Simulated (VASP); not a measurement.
# P (Im-3m) in VASP: notebook

P is run at these levels: LDA; tasks: single point.

Program: VASP 6.6.1. These are calculated values, not measurements. Logs are shortened: lines on timing, memory, paths and dates and some standing lists are left out, and cuts for length are marked.

### 1 The cell of the first run

It takes space group Im-3m (No. 229, cubic). Conventional cell: a = 3.007 Å, b = 3.007 Å, c = 3.007 Å, α = 90.00°, β = 90.00°, γ = 90.00°. Within 3.4 Å of P (site symmetry m-3m) lie 14 P at 2.60 to 3.01 Å.

This isn't the form of P at room conditions, which is orthorhombic.

### 2 Single point, LDA

INCAR reads:

```
SYSTEM = P
  PREC = Accurate
  ENCUT = 520
  EDIFF = 1E-6
  ISMEAR = -1
  SIGMA = 0.1
  LREAL = .FALSE.
  LASPH = .TRUE.
  NELM = 100
  ALGO = Normal
  ISIF = 2
  LWAVE = .FALSE.
  LCHARG = .FALSE.
  GGA = CA
  NBANDS = 8
```

KPOINTS reads:

```
Automatic mesh
0
G
  14 14 14
  0 0 0
```

POSCAR reads:

```
P
1.0
   -1.5034118968      1.5034118968      1.5034118968
    1.5034118968     -1.5034118968      1.5034118968
    1.5034118968      1.5034118968     -1.5034118968
P
1
Direct
    0.0000000000      0.0000000000      0.0000000000
```

Potentials or basis: VASP PAW LDA potentials, release 64 (P).

Run with:

```bash
cat potpaw_LDA.64/P/POTCAR > POTCAR
mpirun -np 1 vasp_std > vasp.out
```

OUTCAR:

```text
SYSTEM = P
   PREC = Accurate
   ENCUT = 520
   EDIFF = 1E-6
   ISMEAR = -1
   LREAL = .FALSE.
   LASPH = .TRUE.
   NELM = 100
   ISIF = 2
   GGA = CA

 ion  position               nearest neighbor table
   1  0.000  0.000  0.000-

  LATTYP: Found a body centered cubic cell.
 ALAT       =     3.0068237936

  Lattice vectors:

 A1 = (  -1.5034118968,   1.5034118968,   1.5034118968)
 A2 = (   1.5034118968,  -1.5034118968,   1.5034118968)
 A3 = (   1.5034118968,   1.5034118968,  -1.5034118968)

Analysis of symmetry for initial positions (statically):
=====================================================================
 Subroutine PRICEL returns:
 Original cell was already a primitive cell.

 Routine SETGRP: Setting up the symmetry group for a
 body centered cubic supercell.

 Subroutine GETGRP returns: Found 48 space group operations
 (whereof 48 operations were pure point group operations)
 out of a pool of 48 trial point group operations.

The static configuration has the point symmetry O_h .

Analysis of symmetry for dynamics (positions and initial velocities):
=====================================================================
 Subroutine PRICEL returns:
 Original cell was already a primitive cell.

 Routine SETGRP: Setting up the symmetry group for a
 body centered cubic supercell.

 Subroutine GETGRP returns: Found 48 space group operations
 (whereof 48 operations were pure point group operations)
 out of a pool of 48 trial point group operations.

The dynamic configuration has the point symmetry O_h .

 Subroutine INISYM returns: Found 48 space group operations
 (whereof 48 operations are pure point group operations),
 and found     1 'primitive' translations

----------------------------------------------------------------------------------------

                                     Primitive cell

  volume of cell :      13.5923

  direct lattice vectors                    reciprocal lattice vectors
    -1.503411897  1.503411897  1.503411897     0.000000000  0.332576855  0.332576855
     1.503411897 -1.503411897  1.503411897     0.332576855  0.000000000  0.332576855
     1.503411897  1.503411897 -1.503411897     0.332576855  0.332576855  0.000000000

  length of vectors
     2.603985790  2.603985790  2.603985790     0.470334698  0.470334698  0.470334698

  position of ions in fractional coordinates (direct lattice)
     0.000000000  0.000000000  0.000000000

  ion indices of the primitive-cell ions
   primitive index   ion index
                 1           1

----------------------------------------------------------------------------------------

 KPOINTS: Automatic mesh

Automatic generation of k-mesh.
 Grid dimensions read from file:
 generate k-points for:   14   14   14

 Generating k-lattice:

  Cartesian coordinates                     Fractional coordinates (reciprocal lattice)
     0.000000000  0.023755490  0.023755490     0.071428571  0.000000000  0.000000000
     0.023755490  0.000000000  0.023755490     0.000000000  0.071428571  0.000000000
     0.023755490  0.023755490  0.000000000     0.000000000  0.000000000  0.071428571

  Length of vectors
     0.033595336  0.033595336  0.033595336

  Shift w.r.t. Gamma in fractional coordinates (k-lattice)
     0.000000000  0.000000000  0.000000000

 Subroutine IBZKPT returns following result:
 ===========================================

 Found    104 irreducible k-points:

 Following reciprocal coordinates:
            Coordinates               Weight
  0.000000  0.000000  0.000000      1.000000
  0.071429  0.000000  0.000000     12.000000
  0.142857  0.000000  0.000000     12.000000
  0.214286  0.000000  0.000000     12.000000
  0.285714  0.000000  0.000000     12.000000
  0.357143  0.000000  0.000000     12.000000
[... 16 lines left out ...]
  0.285714  0.285714  0.000000     24.000000
  0.357143  0.285714  0.000000     24.000000
 [... further k-points ...]
   k-points           NKPTS =    104   k-points in BZ     NKDIM =    104   number of bands    NBANDS=      8
   number of dos      NEDOS =    301   number of ions     NIONS =      1
   total plane-waves  NPLWV =   8000
   dimension x,y,z NGX =    20 NGY =   20 NGZ =   20
   dimension x,y,z NGXF=    40 NGYF=   40 NGZF=   40
   ions per type =               1
   NGX,Y,Z   is equivalent  to a cutoff of  12.77, 12.77, 12.77 a.u.
   NGXF,Y,Z  is equivalent  to a cutoff of  25.54, 25.54, 25.54 a.u.
 SYSTEM =  P
   PREC   = accura    normal or accurate (medium, high low for compatibility)
   ISTART =      0    job   : 0-new  1-cont  2-samecut
   ICHARG =      2    charge: 1-file 2-atom 10-const
   ISPIN  =      1    spin polarized calculation?
   LNONCOLLINEAR =      F non collinear calculations
   LSORBIT =      F    spin-orbit coupling
   LASPH  =      T    aspherical Exc in radial PAW
   ENCUT  =  520.0 eV  38.22 Ry    6.18 a.u.   4.84  4.84  4.84*2*pi/ulx,y,z
   NELM   =    100;   NELMIN=  2; NELMDL= -5     # of ELM steps
   EDIFF  = 0.1E-05   stopping-criterion for ELM
   LREAL  =      F    real-space projection
   EDIFFG = 0.1E-04   stopping-criterion for IOM
   NSW    =      0    number of steps for IOM
   IBRION =     -1    ionic relax: 0-MD 1-quasi-New 2-CG
   NFREE  =      0    steps in history (QN), initial steepest desc. (CG)
   ISIF   =      2    stress and relaxation
   ISYM   =      2    0-nonsym 1-usesym 2-fastsym
   POTIM  = 0.5000    time-step for ionic-motion
   TEBEG  =    0.0;   TEEND  =   0.0 temperature during run
   PSTRESS=    0.0 pullay stress
   NELECT =       5.0000    total number of electrons
   NUPDOWN=      -1.0000    fix difference up-down
   EMIN   =  10.00;   EMAX   =-10.00  energy-range for DOS
   EFERMI =   0.00;   METHOD = LEGACY
   ISMEAR =    -1;   SIGMA  =   0.10  broadening in eV -4-tet -1-fermi 0-gaus
   EFERMI_NEDOS =   21; number of points for ismear=-14 and -15
   IALGO  =     38    algorithm
   IMIX   =      4    mixing-type and parameters
     AMIX     =   0.40;   BMIX     =  1.00
     AMIX_MAG =   1.60;   BMIX_MAG =  1.00
  volume/ion in A,a.u.               =      13.59        91.73
  Fermi-wavevector in a.u.,A,eV,Ry     =   1.173006  2.216660 18.720838  1.375943
  Thomas-Fermi vector in A             =   2.309426
   LORBIT       =      0    0 simple, 1 ext, 2 COOP (PROOUT), +10 PAW based schemes
   GGA     = CA    functional components
   LHFCALC =     F    Hartree Fock is set to
   AEXX    =    0.0000 exact exchange contribution
   IVDW    =     0    specifies the selected vdW correction
   LEPSILON=     F    determine dielectric tensor
   LRPA    =     F    only Hartree local field effects (RPA)
 non-spin polarized calculation
  energy-cutoff  :      520.00
  volume of cell :       13.59
 maximum number of plane-waves:       378
   NGX =  9   NGY =  9   NGZ =  9

 number of electron       4.9999999 magnetization

 Free energy of the ion-electron system (eV)
  ---------------------------------------------------
  ext. energy  EPLUGINS =         0.00000000
  ---------------------------------------------------
  free energy    TOTEN  =        -5.48635059 eV

  energy without entropy =       -5.46951811  energy(sigma->0) =       -5.47793435

 E-fermi :  10.6095     XC(G=0): -11.8353

 val. band max:       10.5660525998   @ k =   0.2143   0.0714   0.0000
 cond. band min:      10.6765973305   @ k =  -0.2143   0.3571   0.0714
 fundamental gap:      0.1105447307
 Fermi energy:        10.6094844107

 k-point     1 :       0.0000    0.0000    0.0000
  band No.  band energies     occupation
      1      -6.2536      2.00000
      2      18.1501      0.00000
      3      18.1501      0.00000
      4      18.1501      0.00000
      5      22.7702      0.00000
      6      22.7702      0.00000
      7      22.7702      0.00000
      8      26.8047      0.00000

 k-point     2 :       0.0714    0.0000    0.0000
  band No.  band energies     occupation
      1      -6.0948      2.00000
      2      17.0973      0.00000
      3      17.5472      0.00000
      4      18.0423      0.00000
      5      22.3175      0.00000
      6      22.9503      0.00000
      7      23.6501      0.00000
      8      25.9089      0.00000

 k-point     3 :       0.1429    0.0000    0.0000
  band No.  band energies     occupation
      1      -5.6196      2.00000
      2      14.7379      0.00000
      3      16.4094      0.00000
      4      17.7392      0.00000
      5      21.3112      0.00000
      6      22.4584      0.00000
      7      25.6132      0.00000
      8      25.6437      0.00000

 k-point     4 :       0.2143    0.0000    0.0000
  band No.  band energies     occupation
      1      -4.8313      2.00000
      2      11.9388      0.00000
      3      15.3080      0.00000
      4      17.3073      0.00000
      5      20.2206      0.00000
      6      21.3555      0.00000
      7      26.4203      0.00000
      8      26.6727      0.00000

 k-point     5 :       0.2857    0.0000    0.0000
  band No.  band energies     occupation
      1      -3.7367      2.00000
      2       9.0954      2.00000
      3      14.4024      0.00000
      4      16.8463      0.00000
      5      19.2728      0.00000
      6      20.3618      0.00000
      7      27.2869      0.00000
      8      27.5242      0.00000
[... 177 lines left out ...]
 k-point    22 :       0.3571    0.2143    0.0000
  band No.  band energies     occupation
      1       1.0582      2.00000
      2       3.9242      2.00000
      3       8.0627      2.00000
      4      13.9703      0.00000
      5      20.9448      0.00000
      6      24.1034      0.00000
      7      27.2832      0.00000
      8      29.0804      0.00000

 k-point    23 :       0.2857    0.2857    0.0000
  band No.  band energies     occupation
      1       0.9981      2.00000
      2       5.1756      2.00000
      3       6.4808      2.00000
      4      13.8478      0.00000
      5      21.6763      0.00000
      6      24.0127      0.00000
      7      27.0319      0.00000
      8      30.0184      0.00000

 k-point    24 :       0.3571    0.2857    0.0000
  band No.  band energies     occupation
      1       2.0948      2.00000
      2       4.2336      2.00000
      3       5.9118      2.00000
      4      13.7236      0.00000
      5      21.8745      0.00000
      6      24.7235      0.00000
      7      25.9762      0.00000
      8      30.8367      0.00000

 [... further k-points ...]

------------------------ aborting loop because EDIFF is reached ----------------------------------------

  FORCE on cell =-STRESS in cart. coord.  units (eV):
  Direction    XX          YY          ZZ          XY          YZ          ZX
  --------------------------------------------------------------------------------------
  -------------------------------------------------------------------------------------
  Total       -0.0088729     -0.0088729     -0.0088729      0.0000000      0.0000000      0.0000000
  in kB       -1.0458759     -1.0458759     -1.0458759      0.0000000      0.0000000      0.0000000
  external PRESSURE =      -1.0458759 kB  Pullay stress =       0.0000000 kB

 VOLUME and BASIS-vectors are now :
 -----------------------------------------------------------------------------
  energy-cutoff  :      520.00
  volume of cell :       13.59
      direct lattice vectors                 reciprocal lattice vectors
    -1.503411897  1.503411897  1.503411897     0.000000000  0.332576855  0.332576855
     1.503411897 -1.503411897  1.503411897     0.332576855  0.000000000  0.332576855
     1.503411897  1.503411897 -1.503411897     0.332576855  0.332576855  0.000000000

 POSITION                                       TOTAL-FORCE (eV/Angst)
 -----------------------------------------------------------------------------------
      0.00000      0.00000      0.00000        -0.000000      0.000000     -0.000000
 -----------------------------------------------------------------------------------
    total drift:                                0.000000      0.000000     -0.000000

  FREE ENERGIE OF THE ION-ELECTRON SYSTEM (eV)
  ---------------------------------------------------
  free  energy   TOTEN  =        -5.4863505932 eV

  energy  without entropy=       -5.4695181137  energy(sigma->0) =       -5.47793435
```

Run time: 3.7 s. Hardware: 1 thread of AMD EPYC 9R45 (Zen 5), shared host; peak memory 0.08 GiB.

What came out:

```
Free energy            : -5.4864 eV
Pressure               : -0.1 GPa
Band gap on the k mesh : zero (an odd number of electrons rules out a gap without spin polarisation)
```

### 3 Single point, LDA (11.96 Å³/atom)

This run uses another cell than the first one, of 11.96 Å³/atom.

INCAR reads:

```
  PREC = Accurate
  ENCUT = 520
  EDIFF = 1E-6
  ISMEAR = -1
  SIGMA = 0.1
  LREAL = False
  LASPH = True
  NELM = 100
  ALGO = Normal
  ISIF = 2
  LWAVE = False
  LCHARG = False
  NBANDS = 8
```

KPOINTS reads:

```
regular mesh
0
Gamma
  16 16 16
```

POSCAR reads:

```
P
1.0
   -1.4406955231      1.4406955231      1.4406955231
    1.4406955231     -1.4406955231      1.4406955231
    1.4406955231      1.4406955231     -1.4406955231
P
1
Direct
    0.0000000000      0.0000000000      0.0000000000
```

Potentials or basis: VASP PAW LDA potentials, release 64 (P).

Run with:

```bash
cat potpaw_LDA.64/P/POTCAR > POTCAR
mpirun -np 1 vasp_std > vasp.out
```

OUTCAR:

```text
PREC = Accurate
   ENCUT = 520
   EDIFF = 1E-6
   ISMEAR = -1
   LREAL = False
   LASPH = True
   NELM = 100
   ISIF = 2

 ion  position               nearest neighbor table
   1  0.000  0.000  0.000-

  LATTYP: Found a body centered cubic cell.
 ALAT       =     2.8813910462

  Lattice vectors:

 A1 = (  -1.4406955231,   1.4406955231,   1.4406955231)
 A2 = (   1.4406955231,  -1.4406955231,   1.4406955231)
 A3 = (   1.4406955231,   1.4406955231,  -1.4406955231)

Analysis of symmetry for initial positions (statically):
=====================================================================
 Subroutine PRICEL returns:
 Original cell was already a primitive cell.

 Routine SETGRP: Setting up the symmetry group for a
 body centered cubic supercell.

 Subroutine GETGRP returns: Found 48 space group operations
 (whereof 48 operations were pure point group operations)
 out of a pool of 48 trial point group operations.

The static configuration has the point symmetry O_h .

Analysis of symmetry for dynamics (positions and initial velocities):
[... 157 lines left out ...]

 val. band max:       12.6762686943   @ k =   0.1875   0.1875   0.0000
 cond. band min:      12.6947285398   @ k =  -0.4375   0.4375   0.1875
 fundamental gap:      0.0184598455
 Fermi energy:        12.6811391742

 k-point     1 :       0.0000    0.0000    0.0000
  band No.  band energies     occupation
      1      -5.6829      2.00000
      2      21.5710      0.00000
      3      21.5710      0.00000
      4      21.5710      0.00000
      5      25.1523      0.00000
      6      25.1523      0.00000
      7      25.1523      0.00000
      8      29.5486      0.00000
[... 243 lines left out ...]
 k-point    24 :       0.2500    0.1875    0.0000
  band No.  band energies     occupation
      1      -0.8056      2.00000
      2       9.3340      2.00000
      3      11.5355      1.99998
      4      17.0790      0.00000
      5      23.6429      0.00000
      6      25.7605      0.00000
      7      30.0539      0.00000
      8      32.3677      0.00000

 [... further k-points ...]

------------------------ aborting loop because EDIFF is reached ----------------------------------------

  FORCE on cell =-STRESS in cart. coord.  units (eV):
  Direction    XX          YY          ZZ          XY          YZ          ZX
  --------------------------------------------------------------------------------------
  -------------------------------------------------------------------------------------
  Total        1.3262636      1.3262636      1.3262636      0.0000000      0.0000000     -0.0000000
  in kB      177.6494338    177.6494338    177.6494338      0.0000000      0.0000000     -0.0000000
  external PRESSURE =     177.6494338 kB  Pullay stress =       0.0000000 kB

 VOLUME and BASIS-vectors are now :
 -----------------------------------------------------------------------------
  energy-cutoff  :      520.00
  volume of cell :       11.96
      direct lattice vectors                 reciprocal lattice vectors
    -1.440695523  1.440695523  1.440695523     0.000000000  0.347054594  0.347054594
     1.440695523 -1.440695523  1.440695523     0.347054594  0.000000000  0.347054594
     1.440695523  1.440695523 -1.440695523     0.347054594  0.347054594  0.000000000

 POSITION                                       TOTAL-FORCE (eV/Angst)
 -----------------------------------------------------------------------------------
      0.00000      0.00000      0.00000        -0.000000      0.000000      0.000000
 -----------------------------------------------------------------------------------
    total drift:                               -0.000000     -0.000000     -0.000000

  FREE ENERGIE OF THE ION-ELECTRON SYSTEM (eV)
  ---------------------------------------------------
  free  energy   TOTEN  =        -5.4023588614 eV

  energy  without entropy=       -5.3866050528  energy(sigma->0) =       -5.39448196
```

OSZICAR:

```text
N       E                     dE             d eps       ncg     rms          rms(c)
DAV:   1    -0.766838531173E+00   -0.76684E+00   -0.21794E+03  2496   0.453E+02
DAV:   2    -0.538236717220E+01   -0.46155E+01   -0.43953E+01  3616   0.462E+01
DAV:   3    -0.541070338659E+01   -0.28336E-01   -0.28281E-01  2544   0.405E+00
DAV:   4    -0.541072713619E+01   -0.23750E-04   -0.23751E-04  3856   0.128E-01
DAV:   5    -0.541072714061E+01   -0.44203E-08   -0.26879E-08  2560   0.812E-04    0.571E+00
DAV:   6    -0.540502630113E+01    0.57008E-02   -0.29018E-03  2448   0.284E-01    0.331E+00
DAV:   7    -0.540238421763E+01    0.26421E-02   -0.48399E-03  2608   0.371E-01    0.778E-02
DAV:   8    -0.540235874719E+01    0.25470E-04   -0.49493E-05  2952   0.446E-02    0.184E-02
DAV:   9    -0.540235886144E+01   -0.11425E-06   -0.78566E-07  2920   0.654E-03
   1 F= -.54023589E+01 E0= -.53944820E+01  d E =-.157538E-01
```

Wall time 5 s (1 thread of AMD EPYC 9R45 (Zen 5), shared host); peak memory 0.09 GiB.

Results:

| Property | Result |
| --- | --- |
| Free energy | -5.4024 eV |
| Pressure | 17.8 GPa |
| Band gap on the k mesh | zero (an odd number of electrons rules out a gap without spin polarisation) |

Caveat: the cell stands under pressure.
